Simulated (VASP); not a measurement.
# NaB (Fm-3m) in VASP: notebook

Runs on NaB. Level: PBE. Tasks: single point.

All numbers are computed with VASP 6.6.1; they aren't measurements. Logs are shortened: lines on timing, memory, paths and dates and some standing lists are left out, and cuts for length are marked.

### 1 The cell of the first run

It takes space group Fm-3m (No. 225, cubic). Conventional cell: a = 5.368 Å, b = 5.368 Å, c = 5.368 Å, α = 90.00°, β = 90.00°, γ = 90.00°. Na (site symmetry m-3m) has 6 B at 2.68 Å within 3.5 Å. Within 3.5 Å of B (site symmetry m-3m) lie 6 Na at 2.68 Å.

### 2 Single point, PBE

The input, INCAR:

```
PREC = Accurate ; ENCUT = 500
EDIFF = 1E-6 ; ISMEAR = 1
SIGMA = 0.3 ; LREAL = False
LASPH = True ; NELM = 120
ALGO = Normal ; ISIF = 2
LWAVE = False ; LCHARG = False
GGA = PE ; NBANDS = 12
GGA_COMPAT = False
```

The input, KPOINTS:

```
Automatic mesh
0
Gamma
  8 8 8
```

The input, POSCAR:

```
NaB
1.0
    0.0000000000      2.6838690000      2.6838690000
    2.6838690000      0.0000000000      2.6838690000
    2.6838690000      2.6838690000      0.0000000000
Na B
1 1
Direct
    0.0000000000      0.0000000000      0.0000000000
    0.5000000000      0.5000000000      0.5000000000
```

Potentials or basis: VASP PAW PBE potentials, release 64 (Na_pv, B).

Started as:

```
$ cat potpaw_PBE.64/Na_pv/POTCAR potpaw_PBE.64/B/POTCAR > POTCAR
$ mpirun -np 1 vasp_std > vasp.out
```

OUTCAR:

```text
PREC = Accurate
   ENCUT = 500
   EDIFF = 1E-6
   ISMEAR = 1
   LREAL = False
   LASPH = True
   NELM = 120
   ISIF = 2
   GGA = PE

 ion  position               nearest neighbor table
   1  0.000  0.000  0.000-
   2  0.500  0.500  0.500-

  LATTYP: Found a face centered cubic cell.
 ALAT       =     5.3677380000

  Lattice vectors:

 A1 = (   0.0000000000,   2.6838690000,   2.6838690000)
 A2 = (   2.6838690000,   0.0000000000,   2.6838690000)
 A3 = (   2.6838690000,   2.6838690000,   0.0000000000)

Analysis of symmetry for initial positions (statically):
=====================================================================
 Subroutine PRICEL returns:
 Original cell was already a primitive cell.

 Routine SETGRP: Setting up the symmetry group for a
 face centered cubic supercell.

 Subroutine GETGRP returns: Found 48 space group operations
 (whereof 48 operations were pure point group operations)
 out of a pool of 48 trial point group operations.

The static configuration has the point symmetry O_h .

Analysis of symmetry for dynamics (positions and initial velocities):
=====================================================================
 Subroutine PRICEL returns:
 Original cell was already a primitive cell.

 Routine SETGRP: Setting up the symmetry group for a
 face centered cubic supercell.

 Subroutine GETGRP returns: Found 48 space group operations
 (whereof 48 operations were pure point group operations)
 out of a pool of 48 trial point group operations.

The dynamic configuration has the point symmetry O_h .

 Subroutine INISYM returns: Found 48 space group operations
 (whereof 48 operations are pure point group operations),
 and found     1 'primitive' translations

----------------------------------------------------------------------------------------

                                     Primitive cell

  volume of cell :      38.6646

  direct lattice vectors                    reciprocal lattice vectors
     0.000000000  2.683869000  2.683869000    -0.186298214  0.186298214  0.186298214
     2.683869000  0.000000000  2.683869000     0.186298214 -0.186298214  0.186298214
     2.683869000  2.683869000  0.000000000     0.186298214  0.186298214 -0.186298214

  length of vectors
     3.795563939  3.795563939  3.795563939     0.322677971  0.322677971  0.322677971

  position of ions in fractional coordinates (direct lattice)
     0.000000000  0.000000000  0.000000000
     0.500000000  0.500000000  0.500000000

  ion indices of the primitive-cell ions
   primitive index   ion index
                 1           1
                 2           2

----------------------------------------------------------------------------------------

 KPOINTS: Automatic mesh

Automatic generation of k-mesh.
 Grid dimensions read from file:
 generate k-points for:    8    8    8

 Generating k-lattice:

  Cartesian coordinates                     Fractional coordinates (reciprocal lattice)
    -0.023287277  0.023287277  0.023287277     0.125000000  0.000000000  0.000000000
     0.023287277 -0.023287277  0.023287277     0.000000000  0.125000000  0.000000000
     0.023287277  0.023287277 -0.023287277     0.000000000  0.000000000  0.125000000

  Length of vectors
     0.040334746  0.040334746  0.040334746

  Shift w.r.t. Gamma in fractional coordinates (k-lattice)
     0.000000000  0.000000000  0.000000000

 Subroutine IBZKPT returns following result:
 ===========================================

 Found     29 irreducible k-points:

 Following reciprocal coordinates:
            Coordinates               Weight
  0.000000  0.000000  0.000000      1.000000
  0.125000  0.000000  0.000000      8.000000
  0.250000  0.000000  0.000000      8.000000
  0.375000  0.000000  0.000000      8.000000
  0.500000  0.000000  0.000000      4.000000
  0.125000  0.125000  0.000000      6.000000
[... 16 lines left out ...]
  0.500000  0.250000  0.125000     48.000000
 -0.375000  0.250000  0.125000     24.000000
 [... further k-points ...]
   k-points           NKPTS =     29   k-points in BZ     NKDIM =     29   number of bands    NBANDS=     12
   number of dos      NEDOS =    301   number of ions     NIONS =      2
   total plane-waves  NPLWV =  21952
   dimension x,y,z NGX =    28 NGY =   28 NGZ =   28
   dimension x,y,z NGXF=    56 NGYF=   56 NGZF=   56
   ions per type =               1   1
   NGX,Y,Z   is equivalent  to a cutoff of  12.26, 12.26, 12.26 a.u.
   NGXF,Y,Z  is equivalent  to a cutoff of  24.53, 24.53, 24.53 a.u.
 SYSTEM =  unknown system
   PREC   = accura    normal or accurate (medium, high low for compatibility)
   ISTART =      0    job   : 0-new  1-cont  2-samecut
   ICHARG =      2    charge: 1-file 2-atom 10-const
   ISPIN  =      1    spin polarized calculation?
   LNONCOLLINEAR =      F non collinear calculations
   LSORBIT =      F    spin-orbit coupling
   LASPH  =      T    aspherical Exc in radial PAW
   ENCUT  =  500.0 eV  36.75 Ry    6.06 a.u.   6.92  6.92  6.92*2*pi/ulx,y,z
   NELM   =    120;   NELMIN=  2; NELMDL= -5     # of ELM steps
   EDIFF  = 0.1E-05   stopping-criterion for ELM
   LREAL  =      F    real-space projection
   EDIFFG = 0.1E-04   stopping-criterion for IOM
   NSW    =      0    number of steps for IOM
   IBRION =     -1    ionic relax: 0-MD 1-quasi-New 2-CG
   NFREE  =      0    steps in history (QN), initial steepest desc. (CG)
   ISIF   =      2    stress and relaxation
   ISYM   =      2    0-nonsym 1-usesym 2-fastsym
   POTIM  = 0.5000    time-step for ionic-motion
   TEBEG  =    0.0;   TEEND  =   0.0 temperature during run
   PSTRESS=    0.0 pullay stress
   NELECT =      10.0000    total number of electrons
   NUPDOWN=      -1.0000    fix difference up-down
   EMIN   =  10.00;   EMAX   =-10.00  energy-range for DOS
   EFERMI =   0.00;   METHOD = LEGACY
   ISMEAR =     1;   SIGMA  =   0.30  broadening in eV -4-tet -1-fermi 0-gaus
   EFERMI_NEDOS =   21; number of points for ismear=-14 and -15
   IALGO  =     38    algorithm
   IMIX   =      4    mixing-type and parameters
     AMIX     =   0.40;   BMIX     =  1.00
     AMIX_MAG =   1.60;   BMIX_MAG =  1.00
  volume/ion in A,a.u.               =      19.33       130.46
  Fermi-wavevector in a.u.,A,eV,Ry     =   1.043046  1.971071 14.802394  1.087945
  Thomas-Fermi vector in A             =   2.177738
   LORBIT       =      0    0 simple, 1 ext, 2 COOP (PROOUT), +10 PAW based schemes
   GGA     = PE    functional components
   LHFCALC =     F    Hartree Fock is set to
   AEXX    =    0.0000 exact exchange contribution
   IVDW    =     0    specifies the selected vdW correction
   LEPSILON=     F    determine dielectric tensor
   LRPA    =     F    only Hartree local field effects (RPA)
 non-spin polarized calculation
 Methfessel and Paxton  Order N= 1 SIGMA  =   0.30
  energy-cutoff  :      500.00
  volume of cell :       38.66
 maximum number of plane-waves:       995
   NGX = 13   NGY = 13   NGZ = 13

 number of electron      10.0000000 magnetization

 number of electron       9.9999996 magnetization

 Free energy of the ion-electron system (eV)
  ---------------------------------------------------
  ext. energy  EPLUGINS =         0.00000000
  ---------------------------------------------------
  free energy    TOTEN  =        -4.31166001 eV

  energy without entropy =       -4.30920537  energy(sigma->0) =       -4.31084180

 E-fermi :   0.7200     XC(G=0):  -8.3205

 val. band max:        0.6453790856   @ k =  -0.3750   0.3750   0.1250
 cond. band min:       0.7677048944   @ k =   0.3750   0.2500   0.1250
 fundamental gap:      0.1223258088
 Fermi energy:         0.7199611038

 k-point     1 :       0.0000    0.0000    0.0000
  band No.  band energies     occupation
      1     -22.2772      2.00000
      2     -22.2772      2.00000
      3     -22.2772      2.00000
      4      -6.4079      2.00000
      5       3.1277     -0.00000
      6       3.1277     -0.00000
      7       3.1277     -0.00000
      8       8.1762      0.00000
      9      10.9939      0.00000
     10      10.9939      0.00000
     11      10.9939      0.00000
     12      13.2373      0.00000

 k-point     2 :       0.1250    0.0000    0.0000
  band No.  band energies     occupation
      1     -22.2834      2.00000
      2     -22.2778      2.00000
      3     -22.2778      2.00000
      4      -6.2204      2.00000
      5       2.4465     -0.00000
      6       3.0254     -0.00000
      7       3.0254     -0.00000
      8       8.5314      0.00000
      9      10.1781      0.00000
     10      11.2711      0.00000
     11      11.2711      0.00000
     12      13.9823      0.00000

 k-point     3 :       0.2500    0.0000    0.0000
  band No.  band energies     occupation
      1     -22.2980      2.00000
      2     -22.2794      2.00000
      3     -22.2794      2.00000
      4      -5.6896      2.00000
      5       0.9915     -0.02460
      6       2.7990     -0.00000
      7       2.7990     -0.00000
      8       8.3845      0.00000
      9      10.4550      0.00000
     10      11.5379      0.00000
     11      11.5379      0.00000
     12      13.9354      0.00000
[... 286 lines left out ...]
 k-point    23 :       0.5000    0.2500    0.1250
  band No.  band energies     occupation
      1     -22.3088      2.00000
      2     -22.2910      2.00000
      3     -22.2837      2.00000
      4      -4.6158      2.00000
      5      -0.1590      2.00027
      6       1.3892     -0.00708
      7       2.2497     -0.00000
      8       8.8786      0.00000
      9       9.9054      0.00000
     10      10.4297      0.00000
     11      12.4649      0.00000
     12      14.2726      0.00000

 k-point    24 :      -0.3750    0.2500    0.1250
  band No.  band energies     occupation
      1     -22.3122      2.00000
      2     -22.2920      2.00000
      3     -22.2850      2.00000
      4      -4.2497      2.00000
      5      -0.6788      2.00000
      6       1.2621     -0.02832
      7       2.1227     -0.00000
      8       8.9310      0.00000
      9       9.5724      0.00000
     10      11.1052      0.00000
     11      12.2289      0.00000
     12      15.1618      0.00000

 [... further k-points ...]

------------------------ aborting loop because EDIFF is reached ----------------------------------------

  FORCE on cell =-STRESS in cart. coord.  units (eV):
  Direction    XX          YY          ZZ          XY          YZ          ZX
  --------------------------------------------------------------------------------------
  -------------------------------------------------------------------------------------
  Total        0.0356386      0.0356386      0.0356386     -0.0000000     -0.0000000      0.0000000
  in kB        1.4767834      1.4767834      1.4767834     -0.0000000     -0.0000000      0.0000000
  external PRESSURE =       1.4767834 kB  Pullay stress =       0.0000000 kB

 VOLUME and BASIS-vectors are now :
 -----------------------------------------------------------------------------
  energy-cutoff  :      500.00
  volume of cell :       38.66
      direct lattice vectors                 reciprocal lattice vectors
     0.000000000  2.683869000  2.683869000    -0.186298214  0.186298214  0.186298214
     2.683869000  0.000000000  2.683869000     0.186298214 -0.186298214  0.186298214
     2.683869000  2.683869000  0.000000000     0.186298214  0.186298214 -0.186298214

 POSITION                                       TOTAL-FORCE (eV/Angst)
 -----------------------------------------------------------------------------------
      0.00000      0.00000      0.00000         0.000000      0.000000      0.000000
      2.68387      2.68387      2.68387        -0.000000      0.000000     -0.000000
 -----------------------------------------------------------------------------------
    total drift:                               -0.000000      0.000000      0.000000

  FREE ENERGIE OF THE ION-ELECTRON SYSTEM (eV)
  ---------------------------------------------------
  free  energy   TOTEN  =        -4.3116600139 eV

  energy  without entropy=       -4.3092053659  energy(sigma->0) =       -4.31084180
```

Run time: 7.9 s. Hardware: 1 thread of Intel Xeon Platinum 8488C (Sapphire Rapids), shared host; peak memory 0.15 GiB.

What came out:

```yaml
Free_energy: -4.3117 eV
Pressure: 0.1 GPa
Band_gap_on_the_k_mesh: zero (bands 5 and 6 overlap by 2.90 eV)
```

Caveat: so wide a smearing shifts energies and pressures.

### 3 Single point, PBE

The input, INCAR:

```
ALGO = Normal
EDIFF = 1E-6
ENCUT = 500
GGA = PE
GGA_COMPAT = False
ISIF = 2
ISMEAR = 1
LASPH = True
LCHARG = False
LREAL = False
LWAVE = False
NBANDS = 12
NELM = 120
PREC = Accurate
SIGMA = 0.2
```

The input, KPOINTS:

```
k-points
0
Gamma
  8 8 8
```

POSCAR is that of step 2.

Potentials or basis: VASP PAW PBE potentials, release 64 (Na_pv, B).

Started as:

```
$ cat potpaw_PBE.64/Na_pv/POTCAR potpaw_PBE.64/B/POTCAR > POTCAR
$ mpirun -np 1 vasp_std > vasp.out
```

Run time: 7.4 s. Hardware: 1 thread of Intel Xeon Platinum 8488C (Sapphire Rapids), shared host; peak memory 0.15 GiB.

It converged, with:

- Free energy: -4.3104 eV
- Pressure: 0.1 GPa
- Band gap on the k mesh: zero (bands 5 and 6 overlap by 2.90 eV)

Levels at points of the mesh, in eV from the Fermi level:
```tsv
k point	band 2	band 3	band 4	band 5	band 6	band 7	band 8	band 9
(0.00, 0.00, 0.00)	-22.98	-22.98	-7.12	2.42	2.42	2.42	7.47	10.29
(0.50, 0.00, 0.00)	-22.99	-22.99	-5.22	-1.88	1.81	1.81	7.08	10.41
(0.50, 0.50, 0.00)	-23.00	-23.00	-4.73	-1.38	1.03	1.03	6.10	6.93
```

### 4 Single point, PBE

The input, INCAR:

```
ALGO = Normal
EDIFF = 1E-6
ENCUT = 500
GGA = PE
GGA_COMPAT = F
ISIF = 2
ISMEAR = 1
LASPH = T
LCHARG = F
LREAL = F
LWAVE = F
NBANDS = 12
NELM = 120
PREC = Accurate
SIGMA = 0.1
```

KPOINTS is that of step 3.

POSCAR is that of step 3.

Potentials or basis: VASP PAW PBE potentials, release 64 (Na_pv, B).

Started as:

```
$ cat potpaw_PBE.64/Na_pv/POTCAR potpaw_PBE.64/B/POTCAR > POTCAR
$ mpirun -np 1 vasp_std > vasp.out
```

OUTCAR:

```text
EDIFF = 1E-6
   ENCUT = 500
   GGA = PE
   ISIF = 2
   ISMEAR = 1
   LASPH = T
   LREAL = F
   NELM = 120
   PREC = Accurate

 ion  position               nearest neighbor table
   1  0.000  0.000  0.000-
   2  0.500  0.500  0.500-

  LATTYP: Found a face centered cubic cell.
 ALAT       =     5.3677380000

  Lattice vectors:

 A1 = (   0.0000000000,   2.6838690000,   2.6838690000)
 A2 = (   2.6838690000,   0.0000000000,   2.6838690000)
[... 545 lines left out ...]
 [... further k-points ...]

------------------------ aborting loop because EDIFF is reached ----------------------------------------

  FORCE on cell =-STRESS in cart. coord.  units (eV):
  Direction    XX          YY          ZZ          XY          YZ          ZX
  --------------------------------------------------------------------------------------
  -------------------------------------------------------------------------------------
  Total        0.0137115      0.0137115      0.0137115     -0.0000000     -0.0000000      0.0000000
  in kB        0.5681759      0.5681759      0.5681759     -0.0000000     -0.0000000      0.0000000
  external PRESSURE =       0.5681759 kB  Pullay stress =       0.0000000 kB

 VOLUME and BASIS-vectors are now :
 -----------------------------------------------------------------------------
  energy-cutoff  :      500.00
  volume of cell :       38.66
      direct lattice vectors                 reciprocal lattice vectors
     0.000000000  2.683869000  2.683869000    -0.186298214  0.186298214  0.186298214
     2.683869000  0.000000000  2.683869000     0.186298214 -0.186298214  0.186298214
     2.683869000  2.683869000  0.000000000     0.186298214  0.186298214 -0.186298214

 POSITION                                       TOTAL-FORCE (eV/Angst)
 -----------------------------------------------------------------------------------
      0.00000      0.00000      0.00000        -0.000000     -0.000000      0.000000
      2.68387      2.68387      2.68387         0.000000      0.000000     -0.000000
 -----------------------------------------------------------------------------------
    total drift:                               -0.000000      0.000000      0.000000

  FREE ENERGIE OF THE ION-ELECTRON SYSTEM (eV)
  ---------------------------------------------------
  free  energy   TOTEN  =        -4.3095115005 eV

  energy  without entropy=       -4.3096346572  energy(sigma->0) =       -4.30955255
```

Wall time 7 s (1 thread of Intel Xeon Platinum 8488C (Sapphire Rapids), shared host); peak memory 0.15 GiB.

What came out:

| Quantity | Value |
| --- | --- |
| Free energy | -4.3095 eV |
| Pressure | 0.1 GPa |
| Band gap on the k mesh | zero (bands 5 and 6 overlap by 2.90 eV) |

(Continued in part 2 of 2.)
